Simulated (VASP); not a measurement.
# GaP (R-3m) in VASP: further runs

The runs below take GaP through single point, with PBE.

Program: VASP 6.6.1. These are calculated values, not measurements. Logs are shortened: lines on timing, memory, paths and dates and some standing lists are left out, and cuts for length are marked.

## (1) The cell of the first run

Symmetry: R-3m, No. 166, trigonal system. Conventional cell: a = 3.887 Å, b = 3.887 Å, c = 19.289 Å, α = 90.00°, β = 90.00°, γ = 120.00°. Ga (site symmetry 3m) has 3 P at 2.40 Å and 1 Ga at 2.48 Å within 3.2 Å. Within 2.9 Å of P (site symmetry 3m) lie 1 P at 2.23 Å and 3 Ga at 2.40 Å.

## (2) Single point, PBE

INCAR reads:

```
PREC     = Accurate       # precision mode
ENCUT    = 520            # plane-wave cutoff, eV
EDIFF    = 1E-7           # SCF threshold, eV
ISMEAR   = 0              # smearing method
SIGMA    = 0.1            # smearing width, eV
LREAL    = False          # projectors in reciprocal space
LASPH    = True           # aspherical terms in the spheres
NELM     = 60             # most SCF steps
ALGO     = Normal         # electronic algorithm
ISIF     = 2              # what is computed and relaxed
LWAVE    = False          # write WAVECAR
LCHARG   = False          # write CHGCAR
GGA      = PE             # functional
NBANDS   = 26             # bands
```

KPOINTS reads:

```
Automatic mesh
0
Gamma
  6 6 6
```

POSCAR reads:

```
GaP
1.0
    1.9432876699      1.1219576593      6.4296152397
   -1.9432876699      1.1219576593      6.4296152397
    0.0000000000     -2.2439153187      6.4296152397
Ga P
2 2
Direct
    0.5642130252      0.5642130252      0.5642130252
    0.4357869748      0.4357869748      0.4357869748
    0.9422348688      0.9422348688      0.9422348688
    0.0577651312      0.0577651312      0.0577651312
```

Potentials or basis: VASP PAW PBE potentials, release 64 (Ga_d, P).

Run with:

```bash
$ cat potpaw_PBE.64/Ga_d/POTCAR potpaw_PBE.64/P/POTCAR > POTCAR
$ mpirun -np 1 vasp_std > vasp.out
```

OUTCAR:

```text
PREC = Accurate
   ENCUT = 520
   EDIFF = 1E-7
   ISMEAR = 0
   LREAL = False
   LASPH = True
   NELM = 60
   ISIF = 2
   GGA = PE

 ion  position               nearest neighbor table
   1  0.564  0.564  0.564-   3 2.40   3 2.40   3 2.40   2 2.48
   2  0.436  0.436  0.436-   4 2.40   4 2.40   4 2.40   1 2.48
   3  0.942  0.942  0.942-   4 2.23   1 2.40   1 2.40   1 2.40
   4  0.058  0.058  0.058-   3 2.23   2 2.40   2 2.40   2 2.40

  LATTYP: Found a trigonal (rhomboedric) cell.
 ALAT       =     6.8099271720
 COS(alpha) =     0.8371381923

  Lattice vectors:

 A1 = (   1.9432876699,   1.1219576593,   6.4296152397)
 A2 = (  -1.9432876699,   1.1219576593,   6.4296152397)
 A3 = (   0.0000000000,  -2.2439153187,   6.4296152397)

Analysis of symmetry for initial positions (statically):
=====================================================================
 Subroutine PRICEL returns:
 Original cell was already a primitive cell.

 Routine SETGRP: Setting up the symmetry group for a
 trigonal (rhombohedral) supercell.

 Subroutine GETGRP returns: Found 12 space group operations
 (whereof 12 operations were pure point group operations)
 out of a pool of 12 trial point group operations.

The static configuration has the point symmetry D_3d.

Analysis of symmetry for dynamics (positions and initial velocities):
=====================================================================
 Subroutine PRICEL returns:
 Original cell was already a primitive cell.

 Routine SETGRP: Setting up the symmetry group for a
 trigonal (rhombohedral) supercell.

 Subroutine GETGRP returns: Found 12 space group operations
 (whereof 12 operations were pure point group operations)
 out of a pool of 12 trial point group operations.

The dynamic configuration has the point symmetry D_3d.

 Subroutine INISYM returns: Found 12 space group operations
 (whereof 12 operations are pure point group operations),
 and found     1 'primitive' translations

----------------------------------------------------------------------------------------

                                     Primitive cell

  volume of cell :      84.1104

  direct lattice vectors                    reciprocal lattice vectors
     1.943287670  1.121957659  6.429615240     0.257295926  0.148549872  0.051843434
    -1.943287670  1.121957659  6.429615240    -0.257295926  0.148549872  0.051843434
     0.000000000 -2.243915319  6.429615240     0.000000000 -0.297099744  0.051843434

[... 82 lines left out ...]
   LNONCOLLINEAR =      F non collinear calculations
   LSORBIT =      F    spin-orbit coupling
   LASPH  =      T    aspherical Exc in radial PAW
   ENCUT  =  520.0 eV  38.22 Ry    6.18 a.u.  12.66 12.66 12.66*2*pi/ulx,y,z
   NELM   =     60;   NELMIN=  2; NELMDL= -5     # of ELM steps
   EDIFF  = 0.1E-06   stopping-criterion for ELM
   LREAL  =      F    real-space projection
   EDIFFG = 0.1E-05   stopping-criterion for IOM
   NSW    =      0    number of steps for IOM
   IBRION =     -1    ionic relax: 0-MD 1-quasi-New 2-CG
   NFREE  =      0    steps in history (QN), initial steepest desc. (CG)
   ISIF   =      2    stress and relaxation
   ISYM   =      2    0-nonsym 1-usesym 2-fastsym
   POTIM  = 0.5000    time-step for ionic-motion
   TEBEG  =    0.0;   TEEND  =   0.0 temperature during run
   PSTRESS=    0.0 pullay stress
   NELECT =      36.0000    total number of electrons
   NUPDOWN=      -1.0000    fix difference up-down
   EMIN   =  10.00;   EMAX   =-10.00  energy-range for DOS
   EFERMI =   0.00;   METHOD = LEGACY
   ISMEAR =     0;   SIGMA  =   0.10  broadening in eV -4-tet -1-fermi 0-gaus
   EFERMI_NEDOS =   21; number of points for ismear=-14 and -15
   IALGO  =     38    algorithm
   IMIX   =      4    mixing-type and parameters
     AMIX     =   0.40;   BMIX     =  1.00
     AMIX_MAG =   1.60;   BMIX_MAG =  1.00
  volume/ion in A,a.u.               =      21.03       141.90
  Fermi-wavevector in a.u.,A,eV,Ry     =   1.233746  2.331442 20.709822  1.522129
  Thomas-Fermi vector in A             =   2.368464
   LORBIT       =      0    0 simple, 1 ext, 2 COOP (PROOUT), +10 PAW based schemes
   GGA     = PE    functional components
   LHFCALC =     F    Hartree Fock is set to
   AEXX    =    0.0000 exact exchange contribution
   IVDW    =     0    specifies the selected vdW correction
   LEPSILON=     F    determine dielectric tensor
   LRPA    =     F    only Hartree local field effects (RPA)
 non-spin polarized calculation
 Gauss-broadening in eV      SIGMA  =   0.10
  energy-cutoff  :      520.00
  volume of cell :       84.11
 maximum number of plane-waves:      2282
 NGX is ok and might be reduce to    54
   NGX = 25   NGY = 25   NGZ = 25

 number of electron      36.0000004 magnetization

 Free energy of the ion-electron system (eV)
  ---------------------------------------------------
  ext. energy  EPLUGINS =         0.00000000
  ---------------------------------------------------
  free energy    TOTEN  =       -17.72265882 eV

  energy without entropy =      -17.72265882  energy(sigma->0) =      -17.72265882

 E-fermi :   5.0076     XC(G=0):  -9.6658

 val. band max:        4.6082824442   @ k =   0.0000   0.0000   0.0000
 cond. band min:       5.4072356469   @ k =   0.5000   0.5000   0.0000
 fundamental gap:      0.7989532028
 Fermi energy:         5.0075727424

 k-point     1 :       0.0000    0.0000    0.0000
  band No.  band energies     occupation
      1     -10.1578      2.00000
      2     -10.0247      2.00000
      3     -10.0247      2.00000
      4     -10.0079      2.00000
      5     -10.0079      2.00000
      6      -9.9572      2.00000
[... 685 lines left out ...]
     25      12.3749      0.00000
     26      12.4611      0.00000

 [... further k-points ...]
[... 5 lines left out ...]
  --------------------------------------------------------------------------------------
  -------------------------------------------------------------------------------------
  Total       -0.0131421     -0.0131421     -0.0922610      0.0000000      0.0000000      0.0000000
  in kB       -0.2503376     -0.2503376     -1.7574331      0.0000000      0.0000000      0.0000000
  external PRESSURE =      -0.7527028 kB  Pullay stress =       0.0000000 kB

 VOLUME and BASIS-vectors are now :
 -----------------------------------------------------------------------------
  energy-cutoff  :      520.00
  volume of cell :       84.11
      direct lattice vectors                 reciprocal lattice vectors
     1.943287670  1.121957659  6.429615240     0.257295926  0.148549872  0.051843434
    -1.943287670  1.121957659  6.429615240    -0.257295926  0.148549872  0.051843434
     0.000000000 -2.243915319  6.429615240     0.000000000 -0.297099744  0.051843434

 POSITION                                       TOTAL-FORCE (eV/Angst)
 -----------------------------------------------------------------------------------
      0.00000     -0.00000     10.88302         0.000000     -0.000000      0.066025
      0.00000     -0.00000      8.40583         0.000000      0.000000     -0.066025
      0.00000     -0.00000     18.17462         0.000000     -0.000000      0.112720
      0.00000     -0.00000      1.11422         0.000000      0.000000     -0.112720
 -----------------------------------------------------------------------------------
    total drift:                               -0.000000      0.000000      0.000000

  FREE ENERGIE OF THE ION-ELECTRON SYSTEM (eV)
  ---------------------------------------------------
  free  energy   TOTEN  =       -17.7226588156 eV

  energy  without entropy=      -17.7226588154  energy(sigma->0) =      -17.72265882
```

stdout:

```text
POSCAR found type information on POSCAR GaP
 POSCAR found :  2 types and       4 ions
 scaLAPACK will be used
 LDA part: xc-table for (Slater+PW92), standard interpolation
 POSCAR, INCAR and KPOINTS ok, starting setup
 FFT: planning ... GRIDC
 FFT: planning ... GRID_SOFT
 FFT: planning ... GRID
 WAVECAR not read
 entering main loop
```

Run time: 5.2 min. Hardware: 1 thread of Intel Xeon Platinum 8259CL at 2.50GHz (Skylake/Cascade Lake), shared host; peak memory 0.37 GiB.

What came out:

| Property | Result |
| --- | --- |
| Free energy | -17.7227 eV |
| Pressure | -0.1 GPa |
| Largest force | 0.113 eV/Å |
| Band gap on the k mesh | 0.80 eV, indirect (least direct gap 1.17 eV) |

Forces on the atoms (eV/Å):
```
Ga   0.000  0.000  0.066
Ga   0.000  0.000 -0.066
P    0.000  0.000  0.113
P    0.000  0.000 -0.113
```

A k mesh can miss the band edges. Expect the measured gap to be larger: semilocal functionals such as PBE lack the derivative discontinuity.

## (3) Single point, PBE

INCAR reads:

```
SYSTEM = GaP
PREC = Accurate
ENCUT = 520
EDIFF = 1E-6
ISMEAR = 0
SIGMA = 0.02
LREAL = .FALSE.
LASPH = .TRUE.
NELM = 80
ALGO = Normal
ISIF = 2
LWAVE = .FALSE.
LCHARG = .FALSE.
GGA = PE
NBANDS = 26
```

KPOINTS reads:

```
regular mesh
0
G
  12 12 12
  0 0 0
```

POSCAR reads:

```
GaP
1.0
    1.9423284415      1.1214038485      6.4345639919
   -1.9423284415      1.1214038485      6.4345639919
    0.0000000000     -2.2428076971      6.4345639919
Ga P
2 2
Direct
    0.5644298978      0.5644298978      0.5644298978
    0.4355701022      0.4355701022      0.4355701022
    0.9424821707      0.9424821707      0.9424821707
    0.0575178293      0.0575178293      0.0575178293
```

Potentials or basis: VASP PAW PBE potentials, release 64 (Ga_d, P).

Run with:

```bash
$ cat potpaw_PBE.64/Ga_d/POTCAR potpaw_PBE.64/P/POTCAR > POTCAR
$ mpirun -np 1 vasp_std > vasp.out
```

OUTCAR:

```text
SYSTEM = GaP
   PREC = Accurate
   ENCUT = 520
   EDIFF = 1E-6
   ISMEAR = 0
   LREAL = .FALSE.
   LASPH = .TRUE.
   NELM = 80
   ISIF = 2
   GGA = PE

 ion  position               nearest neighbor table
   1  0.564  0.564  0.564-   3 2.40   3 2.40   3 2.40   2 2.49
   2  0.436  0.436  0.436-   4 2.40   4 2.40   4 2.40   1 2.49
   3  0.942  0.942  0.942-   4 2.22   1 2.40   1 2.40   1 2.40
   4  0.058  0.058  0.058-   3 2.22   2 2.40   2 2.40   2 2.40

  LATTYP: Found a trigonal (rhomboedric) cell.
 ALAT       =     6.8142351098
 COS(alpha) =     0.8375045866

  Lattice vectors:
[... 886 lines left out ...]

 [... further k-points ...]
[... 5 lines left out ...]
  --------------------------------------------------------------------------------------
  -------------------------------------------------------------------------------------
  Total        0.0017661      0.0017661     -0.0515196      0.0000000      0.0000000      0.0000000
  in kB        0.0336484      0.0336484     -0.9815843      0.0000000      0.0000000      0.0000000
  external PRESSURE =      -0.3047625 kB  Pullay stress =       0.0000000 kB

 VOLUME and BASIS-vectors are now :
 -----------------------------------------------------------------------------
  energy-cutoff  :      520.00
  volume of cell :       84.09
      direct lattice vectors                 reciprocal lattice vectors
     1.942328441  1.121403848  6.434563992     0.257422993  0.148623234  0.051803562
    -1.942328441  1.121403848  6.434563992    -0.257422993  0.148623234  0.051803562
     0.000000000 -2.242807697  6.434563992     0.000000000 -0.297246468  0.051803562

 POSITION                                       TOTAL-FORCE (eV/Angst)
 -----------------------------------------------------------------------------------
      0.00000     -0.00000     10.89558         0.000000      0.000000     -0.004405
      0.00000     -0.00000      8.40811         0.000000     -0.000000      0.004405
      0.00000     -0.00000     18.19339         0.000000     -0.000000      0.043172
      0.00000     -0.00000      1.11031         0.000000      0.000000     -0.043172
 -----------------------------------------------------------------------------------
    total drift:                                0.000000      0.000000      0.000000

  FREE ENERGIE OF THE ION-ELECTRON SYSTEM (eV)
  ---------------------------------------------------
  free  energy   TOTEN  =       -17.7393264928 eV

  energy  without entropy=      -17.7393264928  energy(sigma->0) =      -17.73932649
```

stdout:

```text
POSCAR found type information on POSCAR GaP
 POSCAR found :  2 types and       4 ions
 scaLAPACK will be used
 LDA part: xc-table for (Slater+PW92), standard interpolation
 POSCAR, INCAR and KPOINTS ok, starting setup
 FFT: planning ... GRIDC
 FFT: planning ... GRID_SOFT
 FFT: planning ... GRID
 WAVECAR not read
 entering main loop
```

Run time: 12 min. Hardware: 1 thread of AMD EPYC 7R13 (Zen 3), shared host; peak memory 0.59 GiB.

Results:

```
Free energy            : -17.7393 eV
Pressure               : 0.0 GPa
Largest force          : 0.043 eV/Å
Band gap on the k mesh : 0.81 eV, indirect (least direct gap 1.13 eV)
```

Forces in eV/Å, atoms in the order of the input:
```
Ga   0.000  0.000 -0.004
Ga   0.000  0.000  0.004
P    0.000  0.000  0.043
P    0.000  0.000 -0.043
```

Stress tensor (GPa, compression positive):
```
 0.00  0.00  0.00
 0.00  0.00  0.00
 0.00  0.00 -0.10
```

Levels at points of the mesh, in eV from the valence-band top:
| k point | band 16 | band 17 | band 18 | band 19 | band 20 | band 21 |
| --- | --- | --- | --- | --- | --- | --- |
| (0.00, 0.00, 0.00) | -0.26 | 0.00 | 0.00 | 1.16 | 1.49 | 2.74 |
| (0.50, 0.00, 0.00) | -2.81 | -2.65 | -1.73 | 1.64 | 2.71 | 3.60 |
| (0.50, 0.50, 0.00) | -3.07 | -1.20 | -0.50 | 0.81 | 1.52 | 1.54 |
| (0.50, 0.50, 0.50) | -1.68 | -0.25 | -0.25 | 1.15 | 2.36 | 3.86 |

A k mesh can miss the band edges. A hybrid or GW would open this gap; PBE tends to underestimate it.
